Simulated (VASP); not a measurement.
# ZnO (P6_3mc) in VASP: notebook

The runs below take ZnO through single point, relaxation of cell and atoms, with LDA.

Everything below comes from runs of VASP 6.6.1. Logs are shortened: lines on timing, memory, paths and dates and some standing lists are left out, and cuts for length are marked.

## Step 1: The cell of the first run

The structure is hexagonal, space group P6_3mc (No. 186). Conventional cell: a = 3.187 Å, b = 3.187 Å, c = 5.152 Å, α = 90.00°, β = 90.00°, γ = 120.00°. Zn (site symmetry 3m) has 4 O at 1.94 to 1.95 Å within 2.6 Å. O (site symmetry 3m) has 4 Zn at 1.94 to 1.95 Å within 2.6 Å.

## Step 2: Single point, LDA

INCAR

```
PREC = Accurate
ENCUT = 520
EDIFF = 1E-6
ISMEAR = -1
SIGMA = 0.08
LREAL = False
LASPH = True
NELM = 60
ALGO = Normal
ISIF = 2
LWAVE = False
LCHARG = True
GGA = CA
LELF = True
LVHAR = True
NBANDS = 26
```

KPOINTS

```
regular mesh
0
Gamma
  14 14 8
```

POSCAR

```
ZnO
1.0
    3.1871169014      0.0000000000      0.0000000000
   -1.5935584507      2.7601242015      0.0000000000
    0.0000000000      0.0000000000      5.1524951181
Zn O
2 2
Direct
    0.3333333333      0.6666666667      0.5002882381
    0.6666666667      0.3333333333      0.0002882381
    0.6666666667      0.3333333333      0.3787217619
    0.3333333333      0.6666666667      0.8787217619
```

Potentials or basis: VASP PAW LDA potentials, release 64 (Zn, O).

Launch:

```bash
$ cat potpaw_LDA.64/Zn/POTCAR potpaw_LDA.64/O/POTCAR > POTCAR
$ mpirun -np 1 vasp_std > vasp.out
```

OUTCAR:

```text
PREC = Accurate
   ENCUT = 520
   EDIFF = 1E-6
   ISMEAR = -1
   LREAL = False
   LASPH = True
   NELM = 60
   ISIF = 2
   GGA = CA

 ion  position               nearest neighbor table
   1  0.333  0.667  0.500-   3 1.94   3 1.94   3 1.94   4 1.95
   2  0.667  0.333  0.000-   4 1.94   4 1.94   4 1.94   3 1.95
   3  0.667  0.333  0.379-   1 1.94   1 1.94   1 1.94   2 1.95
   4  0.333  0.667  0.879-   2 1.94   2 1.94   2 1.94   1 1.95

  LATTYP: Found a hexagonal cell.
 ALAT       =     3.1871169014
 C/A-ratio  =     1.6166633599

  Lattice vectors:

 A1 = (   3.1871169014,   0.0000000000,   0.0000000000)
 A2 = (  -1.5935584507,   2.7601242015,   0.0000000000)
 A3 = (   0.0000000000,   0.0000000000,   5.1524951181)

Analysis of symmetry for initial positions (statically):
=====================================================================
 Subroutine PRICEL returns:
 Original cell was already a primitive cell.

 Routine SETGRP: Setting up the symmetry group for a
 hexagonal supercell.

 Subroutine GETGRP returns: Found 12 space group operations
 (whereof  6 operations were pure point group operations)
 out of a pool of 24 trial point group operations.

The static configuration has the point symmetry C_3v.
 The point group associated with its full space group is C_6v.

Analysis of symmetry for dynamics (positions and initial velocities):
=====================================================================
 Subroutine PRICEL returns:
 Original cell was already a primitive cell.

 Routine SETGRP: Setting up the symmetry group for a
 hexagonal supercell.

 Subroutine GETGRP returns: Found 12 space group operations
 (whereof  6 operations were pure point group operations)
 out of a pool of 24 trial point group operations.

The dynamic configuration has the point symmetry C_3v.
 The point group associated with its full space group is C_6v.

 Subroutine INISYM returns: Found 12 space group operations
 (whereof  6 operations are pure point group operations),
 and found     1 'primitive' translations

----------------------------------------------------------------------------------------

                                     Primitive cell

  volume of cell :      45.3257

  direct lattice vectors                    reciprocal lattice vectors
[... 82 lines left out ...]
   PREC   = accura    normal or accurate (medium, high low for compatibility)
   ISTART =      0    job   : 0-new  1-cont  2-samecut
   ICHARG =      2    charge: 1-file 2-atom 10-const
   ISPIN  =      1    spin polarized calculation?
   LNONCOLLINEAR =      F non collinear calculations
   LSORBIT =      F    spin-orbit coupling
   LASPH  =      T    aspherical Exc in radial PAW
   ENCUT  =  520.0 eV  38.22 Ry    6.18 a.u.   5.93  5.93  9.58*2*pi/ulx,y,z
   NELM   =     60;   NELMIN=  2; NELMDL= -5     # of ELM steps
   EDIFF  = 0.1E-05   stopping-criterion for ELM
   LREAL  =      F    real-space projection
   EDIFFG = 0.1E-04   stopping-criterion for IOM
   NSW    =      0    number of steps for IOM
   IBRION =     -1    ionic relax: 0-MD 1-quasi-New 2-CG
   NFREE  =      0    steps in history (QN), initial steepest desc. (CG)
   ISIF   =      2    stress and relaxation
   ISYM   =      2    0-nonsym 1-usesym 2-fastsym
   POTIM  = 0.5000    time-step for ionic-motion
   TEBEG  =    0.0;   TEEND  =   0.0 temperature during run
   PSTRESS=    0.0 pullay stress
   NELECT =      36.0000    total number of electrons
   NUPDOWN=      -1.0000    fix difference up-down
   EMIN   =  10.00;   EMAX   =-10.00  energy-range for DOS
   EFERMI =   0.00;   METHOD = LEGACY
   ISMEAR =    -1;   SIGMA  =   0.08  broadening in eV -4-tet -1-fermi 0-gaus
   EFERMI_NEDOS =   21; number of points for ismear=-14 and -15
   IALGO  =     38    algorithm
   IMIX   =      4    mixing-type and parameters
     AMIX     =   0.40;   BMIX     =  1.00
     AMIX_MAG =   1.60;   BMIX_MAG =  1.00
  volume/ion in A,a.u.               =      11.33        76.47
  Fermi-wavevector in a.u.,A,eV,Ry     =   1.516099  2.865012 31.273760  2.298557
  Thomas-Fermi vector in A             =   2.625534
   LORBIT       =      0    0 simple, 1 ext, 2 COOP (PROOUT), +10 PAW based schemes
   GGA     = CA    functional components
   LHFCALC =     F    Hartree Fock is set to
   AEXX    =    0.0000 exact exchange contribution
   IVDW    =     0    specifies the selected vdW correction
   LEPSILON=     F    determine dielectric tensor
   LRPA    =     F    only Hartree local field effects (RPA)
 non-spin polarized calculation
  energy-cutoff  :      520.00
  volume of cell :       45.33
 maximum number of plane-waves:      1240
 NGX is ok and might be reduce to    24
   NGX = 11   NGY = 11   NGZ = 19

 number of electron      35.9999984 magnetization

 Free energy of the ion-electron system (eV)
  ---------------------------------------------------
  ext. energy  EPLUGINS =         0.00000000
  ---------------------------------------------------
  free energy    TOTEN  =       -21.15687723 eV

  energy without entropy =      -21.15682871  energy(sigma->0) =      -21.15685297

 E-fermi :   1.8901     XC(G=0): -11.7255

 val. band max:        1.3517743463   @ k =   0.0000   0.0000   0.0000
 cond. band min:       2.1604582281   @ k =   0.0000   0.0000   0.0000
 fundamental gap:      0.8086838818
 Fermi energy:         1.8901236056

 k-point     1 :       0.0000    0.0000    0.0000
  band No.  band energies     occupation
      1     -16.8728      2.00000
      2     -16.0298      2.00000
      3      -4.7733      2.00000
      4      -4.6808      2.00000
      5      -4.6808      2.00000
      6      -4.6424      2.00000
[... 685 lines left out ...]
     25      14.3476      0.00000
     26      15.0731      0.00000

 [... further k-points ...]
[... 5 lines left out ...]
  --------------------------------------------------------------------------------------
  -------------------------------------------------------------------------------------
  Total        0.3206689      0.3206689      0.3150224      0.0000000      0.0000000     -0.0000000
  in kB       11.3350430     11.3350430     11.1354509      0.0000000      0.0000000     -0.0000000
  external PRESSURE =      11.2685123 kB  Pullay stress =       0.0000000 kB

 VOLUME and BASIS-vectors are now :
 -----------------------------------------------------------------------------
  energy-cutoff  :      520.00
  volume of cell :       45.33
      direct lattice vectors                 reciprocal lattice vectors
     3.187116901  0.000000000  0.000000000     0.313763201  0.181151268  0.000000000
    -1.593558451  2.760124202  0.000000000     0.000000000  0.362302537  0.000000000
     0.000000000  0.000000000  5.152495118     0.000000000  0.000000000  0.194080727

 POSITION                                       TOTAL-FORCE (eV/Angst)
 -----------------------------------------------------------------------------------
     -0.00000      1.84008      2.57773         0.000000     -0.000000      0.001894
      1.59356      0.92004      0.00149        -0.000000      0.000000      0.001894
      1.59356      0.92004      1.95136         0.000000      0.000000     -0.001894
     -0.00000      1.84008      4.52761        -0.000000     -0.000000     -0.001894
 -----------------------------------------------------------------------------------
    total drift:                                0.000001      0.000001      0.000016

  FREE ENERGIE OF THE ION-ELECTRON SYSTEM (eV)
  ---------------------------------------------------
  free  energy   TOTEN  =       -21.1568772268 eV

  energy  without entropy=      -21.1568287099  energy(sigma->0) =      -21.15685297
```

OSZICAR:

```text
N       E                     dE             d eps       ncg     rms          rms(c)
DAV:   1     0.289837756467E+03    0.28984E+03   -0.18190E+04  6360   0.206E+03
DAV:   2     0.632354289377E+01   -0.28351E+03   -0.26632E+03  6530   0.413E+02
DAV:   3    -0.236677665972E+02   -0.29991E+02   -0.29598E+02  6900   0.138E+02
DAV:   4    -0.242332875565E+02   -0.56552E+00   -0.56425E+00  7042   0.192E+01
DAV:   5    -0.242361299225E+02   -0.28424E-02   -0.28422E-02  6790   0.141E+00    0.156E+01
DAV:   6    -0.210555590675E+02    0.31806E+01   -0.59795E+00  9840   0.606E+01    0.999E+00
DAV:   7    -0.212221894804E+02   -0.16663E+00   -0.27169E+00  6418   0.164E+01    0.585E+00
DAV:   8    -0.212067628080E+02    0.15427E-01   -0.54954E-01  8340   0.713E+00    0.166E+00
DAV:   9    -0.211547296123E+02    0.52033E-01   -0.10352E-01  9166   0.666E+00    0.321E-01
DAV:  10    -0.211569265783E+02   -0.21970E-02   -0.35364E-02  6360   0.132E+00    0.899E-02
DAV:  11    -0.211568778035E+02    0.48775E-04   -0.41790E-04  7668   0.312E-01    0.228E-02
DAV:  12    -0.211568764661E+02    0.13375E-05   -0.73518E-05  7616   0.274E-01    0.780E-03
DAV:  13    -0.211568772268E+02   -0.76075E-06   -0.80832E-06  8060   0.833E-02
   1 F= -.21156877E+02 E0= -.21156853E+02  d E =-.485170E-04
```

Run time: 38 s. Hardware: 1 thread of Intel Xeon 6975P-C (Granite Rapids), shared host; peak memory 0.23 GiB.

What came out:

| Quantity | Value |
| --- | --- |
| Free energy | -21.1569 eV |
| Pressure | 1.1 GPa |
| Band gap on the k mesh | 0.81 eV |

Levels at points of the mesh, in eV from the valence-band top:
```tsv
k point	band 15	band 16	band 17	band 18	band 19	band 20	band 21	band 22
(0.00, 0.00, 0.00)	-0.86	-0.11	0.00	0.00	0.81	5.29	8.20	12.96
(0.50, 0.00, 0.00)	-3.03	-2.45	-1.41	-0.91	5.89	6.77	7.45	8.72
(0.00, 0.00, 0.50)	-0.43	-0.43	-0.43	-0.43	3.49	3.49	10.06	10.06
(0.50, 0.00, 0.50)	-1.63	-1.63	-1.50	-1.50	5.64	5.64	8.58	8.58
```

## Step 3: Relaxation of cell and atoms, LDA

This run uses another cell than the first one, of 11.90 Å³/atom.

INCAR

```
SYSTEM = ZnO
PREC = Accurate ; ENCUT = 600
EDIFF = 1E-6 ; ISMEAR = -1
SIGMA = 0.08 ; LREAL = .False.
LASPH = .True. ; NELM = 100
ALGO = Normal ; ISIF = 3
LWAVE = .False. ; LCHARG = .False.
IBRION = 2 ; NSW = 100
EDIFFG = -0.002
```

KPOINTS

```
regular mesh
0
Gamma
  14 14 8
  0 0 0
```

POSCAR

```
ZnO
1.0
    3.2493080000      0.0000000000      0.0000000000
   -1.6246540000      2.8139832727      0.0000000000
    0.0000000000      0.0000000000      5.2057090000
Zn O
2 2
Direct
    0.3333333333      0.6666666667      0.5000000000
    0.6666666667      0.3333333333      0.0000000000
    0.6666666667      0.3333333333      0.3790100000
    0.3333333333      0.6666666667      0.8790100000
```

Potentials or basis: VASP PAW LDA potentials, release 64 (Zn, O).

Launch:

```bash
$ cat potpaw_LDA.64/Zn/POTCAR potpaw_LDA.64/O/POTCAR > POTCAR
$ mpirun -np 1 vasp_std > vasp.out
```

OUTCAR:

```text
SYSTEM = ZnO
   PREC = Accurate
   ENCUT = 600
   EDIFF = 1E-6
   ISMEAR = -1
   LREAL = .False.
   LASPH = .True.
   NELM = 100
   ISIF = 3
   IBRION = 2
   NSW = 100
   EDIFFG = -0.002

 ion  position               nearest neighbor table
   1  0.333  0.667  0.500-   4 1.97   3 1.98   3 1.98   3 1.98
   2  0.667  0.333  0.000-   3 1.97   4 1.98   4 1.98   4 1.98
   3  0.667  0.333  0.379-   2 1.97   1 1.98   1 1.98   1 1.98
   4  0.333  0.667  0.879-   1 1.97   2 1.98   2 1.98   2 1.98

  LATTYP: Found a hexagonal cell.
 ALAT       =     3.2493080000
 C/A-ratio  =     1.6020977390

  Lattice vectors:

 A1 = (   3.2493080000,   0.0000000000,   0.0000000000)
 A2 = (  -1.6246540000,   2.8139832727,   0.0000000000)
 A3 = (   0.0000000000,   0.0000000000,   5.2057090000)

Analysis of symmetry for initial positions (statically):
=====================================================================
 Subroutine PRICEL returns:
 Original cell was already a primitive cell.

 Routine SETGRP: Setting up the symmetry group for a
 hexagonal supercell.

 Subroutine GETGRP returns: Found 12 space group operations
 (whereof  6 operations were pure point group operations)
 out of a pool of 24 trial point group operations.

The static configuration has the point symmetry C_3v.
 The point group associated with its full space group is C_6v.

Analysis of symmetry for dynamics (positions and initial velocities):
=====================================================================
 Subroutine PRICEL returns:
 Original cell was already a primitive cell.

 Routine SETGRP: Setting up the symmetry group for a
 hexagonal supercell.

 Subroutine GETGRP returns: Found 12 space group operations
[... 137 lines left out ...]
   LEPSILON=     F    determine dielectric tensor
   LRPA    =     F    only Hartree local field effects (RPA)
 conjugate gradient relaxation of ions
 non-spin polarized calculation
  energy-cutoff  :      600.00
  volume of cell :       47.60
 maximum number of plane-waves:      1617
 NGX is ok and might be reduce to    28
   NGX = 13   NGY = 13   NGZ = 21

--------------------------------------- Ionic step        1  -------------------------------------------

 number of electron      36.0000008 magnetization

 Free energy of the ion-electron system (eV)
  ---------------------------------------------------
  ext. energy  EPLUGINS =         0.00000000
  ---------------------------------------------------
  free energy    TOTEN  =       -21.12635124 eV

  energy without entropy =      -21.12627748  energy(sigma->0) =      -21.12631436

------------------------ aborting loop because EDIFF is reached ----------------------------------------

  FORCE on cell =-STRESS in cart. coord.  units (eV):
  Direction    XX          YY          ZZ          XY          YZ          ZX
  --------------------------------------------------------------------------------------
  -------------------------------------------------------------------------------------
  Total       -2.0330982     -2.0330982     -1.4992592      0.0000000     -0.0000000      0.0000000
  in kB      -68.4347455    -68.4347455    -50.4655512      0.0000000     -0.0000000      0.0000000
  external PRESSURE =     -62.4450141 kB  Pullay stress =       0.0000000 kB
[... 95 lines left out ...]
  FREE ENERGIE OF THE ION-ELECTRON SYSTEM (eV)
  ---------------------------------------------------
  free  energy   TOTEN  =       -21.1676630095 eV

  energy  without entropy=      -21.1676137340  energy(sigma->0) =      -21.16763837

[... ionic steps 4 to 17 ...]

--------------------------------------- Ionic step       18  -------------------------------------------

 number of electron      35.9999998 magnetization

------------------------ aborting loop because EDIFF is reached ----------------------------------------
[... 71 lines left out ...]
--------------------------------------- Ionic step       20  -------------------------------------------

 number of electron      35.9999999 magnetization

 Free energy of the ion-electron system (eV)
  ---------------------------------------------------
  ext. energy  EPLUGINS =         0.00000000
  ---------------------------------------------------
  free energy    TOTEN  =       -21.16792072 eV

  energy without entropy =      -21.16786979  energy(sigma->0) =      -21.16789526

 E-fermi :   1.8240     XC(G=0): -11.6927

 val. band max:        1.2887385663   @ k =   0.0000   0.0000   0.0000
 cond. band min:       2.0897839566   @ k =   0.0000   0.0000   0.0000
 fundamental gap:      0.8010453903
 Fermi energy:         1.8240461391

 k-point     1 :       0.0000    0.0000    0.0000
  band No.  band energies     occupation
      1     -16.8813      2.00000
      2     -16.0491      2.00000
      3      -4.7854      2.00000
      4      -4.7092      2.00000
      5      -4.7092      2.00000
      6      -4.6731      2.00000
[... 589 lines left out ...]
     21       9.1864      0.00000
     22       9.6036      0.00000

 [... further k-points ...]
[... 5 lines left out ...]
  --------------------------------------------------------------------------------------
  -------------------------------------------------------------------------------------
  Total       -0.0055988     -0.0055988     -0.0061794      0.0000000      0.0000000      0.0000000
  in kB       -0.1967151     -0.1967151     -0.2171126      0.0000000      0.0000000      0.0000000
  external PRESSURE =      -0.2035143 kB  Pullay stress =       0.0000000 kB
[... 19 lines left out ...]
  FREE ENERGIE OF THE ION-ELECTRON SYSTEM (eV)
  ---------------------------------------------------
  free  energy   TOTEN  =       -21.1679207192 eV

  energy  without entropy=      -21.1678697910  energy(sigma->0) =      -21.16789526

 reached required accuracy - stopping structural energy minimisation
```

CONTCAR:

```text
ZnO
   1.00000000000000
     3.1932338513944223    0.0000000000000000    0.0000000000000000
    -1.5966169256972111    2.7654216355130172    0.0000000000000000
    -0.0000000000000000    0.0000000000000000    5.1638906383451184
  Zn              O
     2     2
Direct
     0.3333333332999970    0.6666666667000030    0.5003397167158475
     0.6666666667000030    0.3333333332999970    0.0003397167158474
     0.6666666667000030    0.3333333332999970    0.3786702832841535
     0.3333333332999970    0.6666666667000030    0.8786702832841535

  0.00000000E+00  0.00000000E+00  0.00000000E+00
  0.00000000E+00  0.00000000E+00  0.00000000E+00
  0.00000000E+00  0.00000000E+00  0.00000000E+00
  0.00000000E+00  0.00000000E+00  0.00000000E+00
```

Run time: 7.8 min. Hardware: 1 thread of Intel Xeon 6975P-C (Granite Rapids), shared host; peak memory 0.26 GiB.

Results:

| Item | Value |
| --- | --- |
| Free energy | -21.1679 eV |
| Relaxed volume | 11.40 Å³/atom |
| Relaxed cell | a = 3.193 Å, b = 3.193 Å, c = 5.164 Å, α = 90.00°, β = 90.00°, γ = 120.00° |
| Space group after relaxing (to 0.1 Å) | P6_3mc (No. 186) |
| Energy gained by relaxing | 10.4 meV/atom |
| Ionic steps | 20 |
| Pressure after relaxing | 0.0 GPa |
| Band gap on the k mesh | 0.80 eV |

Step by step:
| step | energy change (eV) | largest force (eV/Å) | pressure (GPa) | volume (Å³) |
| --- | --- | --- | --- | --- |
| 1 | 0.0000 | 0.0553 | -6.24 | 47.60 |
| 2 | -0.0262 | 0.0409 | 4.42 | 44.47 |
| 3 | -0.0413 | 0.0021 | 0.05 | 45.61 |
| 4 | -0.0413 | 0.0040 | -0.06 | 45.65 |
| 5 | -0.0414 | 0.0189 | -0.27 | 45.66 |
| 6 | -0.0414 | 0.0188 | -0.16 | 45.66 |
| 7 | -0.0414 | 0.0207 | -0.16 | 45.66 |
| 8 | -0.0415 | 0.0187 | 0.07 | 45.60 |
| 9 | -0.0415 | 0.0184 | 0.09 | 45.58 |
| 10 | -0.0416 | 0.0013 | 0.10 | 45.60 |
| 11 | -0.0416 | 0.0024 | -0.01 | 45.60 |
| 12 | -0.0416 | 0.0031 | -0.04 | 45.61 |
| 13 | -0.0416 | 0.0046 | 0.04 | 45.61 |
| 14 | -0.0416 | 0.0051 | -0.06 | 45.62 |
| 15 | -0.0416 | 0.0051 | -0.02 | 45.61 |
| 16 | -0.0416 | 0.0034 | 0.02 | 45.60 |
| 17 | -0.0416 | 0.0000 | -0.05 | 45.60 |
| 18 | -0.0416 | 0.0022 | 0.06 | 45.58 |
| 19 | -0.0416 | 0.0009 | 0.11 | 45.60 |
| 20 | -0.0416 | 0.0009 | -0.02 | 45.60 |

Final structure:
```cif
data_structure
_symmetry_space_group_name_H-M 'P 1'
_symmetry_Int_Tables_number 1
_cell_length_a 3.1932
_cell_length_b 3.1932
_cell_length_c 5.1639
_cell_angle_alpha 90.000
_cell_angle_beta 90.000
_cell_angle_gamma 120.000
_cell_volume 45.60
loop_
_atom_site_label
_atom_site_type_symbol
_atom_site_fract_x
_atom_site_fract_y
_atom_site_fract_z
_atom_site_occupancy
Zn1 Zn 0.33333 0.66667 0.50034 1
Zn2 Zn 0.66667 0.33333 0.00034 1
O1 O 0.66667 0.33333 0.37867 1
O2 O 0.33333 0.66667 0.87867 1
```

A k mesh can miss the band edges. LDA usually gives volumes a few per cent too small.
